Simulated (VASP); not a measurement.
Wanted: the native input for a VASP 6.6.1 run.

| Quantity | Value |
| --- | --- |
| Task | relaxation of cell and atoms |
| Functional | LDA |
| Potentials or basis | VASP PAW LDA potentials, release 64 (Sn_d) |
| Cutoff | 600 eV |
| k mesh | 15 × 15 × 15 |
| Occupations | fermi-dirac, width 0.1 eV |
| Spin | no spin polarisation |
| Target pressure | 27 GPa |
| Dipole correction | no |
| Further INCAR settings | ALGO = Normal; EDIFF = 1e-06; IBRION = 2; EDIFFG = -0.005; NSW = 60; ISIF = 3 |

The structure of Sn lies in POSCAR:

```
Sn
1.0
   -1.7047216315      1.7047216315      1.7047216315
    1.7047216315     -1.7047216315      1.7047216315
    1.7047216315      1.7047216315     -1.7047216315
Sn
1
Direct
    0.0000000000      0.0000000000      0.0000000000
```

This isn't the form of Sn at room conditions, which is tetragonal (white tin).

One way to write it, as run:

INCAR

```
SYSTEM = Sn
PREC     = Accurate       ! precision mode
ENCUT    = 600            ! plane-wave cutoff, eV
EDIFF    = 1E-6           ! SCF threshold, eV
ISMEAR   = -1             ! smearing method
SIGMA    = 0.1            ! smearing width, eV
LREAL    = .FALSE.        ! projectors in reciprocal space
LASPH    = .TRUE.         ! aspherical terms in the spheres
NELM     = 80             ! most SCF steps
ALGO     = Normal         ! electronic algorithm
ISIF     = 3              ! what is computed and relaxed
LWAVE    = .FALSE.        ! write WAVECAR
LCHARG   = .FALSE.        ! write CHGCAR
GGA      = CA             ! functional
IBRION   = 2              ! ionic algorithm
NSW      = 60             ! ionic steps
EDIFFG   = -0.005         ! ionic threshold
PSTRESS  = 270.0
```

KPOINTS

```
regular mesh
0
G
  15 15 15
  0 0 0
```

Potentials or basis: VASP PAW LDA potentials, release 64 (Sn_d).

Launch:

```sh
$ cat potpaw_LDA.64/Sn_d/POTCAR > POTCAR
$ mpirun -np 1 vasp_std > vasp.out
```

It gave:

```yaml
Relaxed_volume: 19.87 Å³/atom
Relaxed_cell: a = 2.955 Å, b = 2.955 Å, c = 2.955 Å, α = 109.47°, β = 109.47°, γ = 109.47°
Space_group_after_relaxing_to_0.1_Å: Im-3m (No. 229)
Energy_change_on_relaxing_the_run_minimises_the_enthalpy: -9.4 meV/atom
Ionic_steps: 3
Pressure_after_relaxing: 27.0 GPa
Band_gap_on_the_k_mesh: zero (bands 7 and 8 overlap by 14.78 eV)
```

Caveat: the cell is relaxed towards a set pressure, so the run minimises the enthalpy, not the energy; spin-orbit coupling is left out, which moves the levels of the heavy elements.

Run time: 36 s on 1 thread of Intel Xeon 8259CL (shared host), peak memory 0.16 GiB.
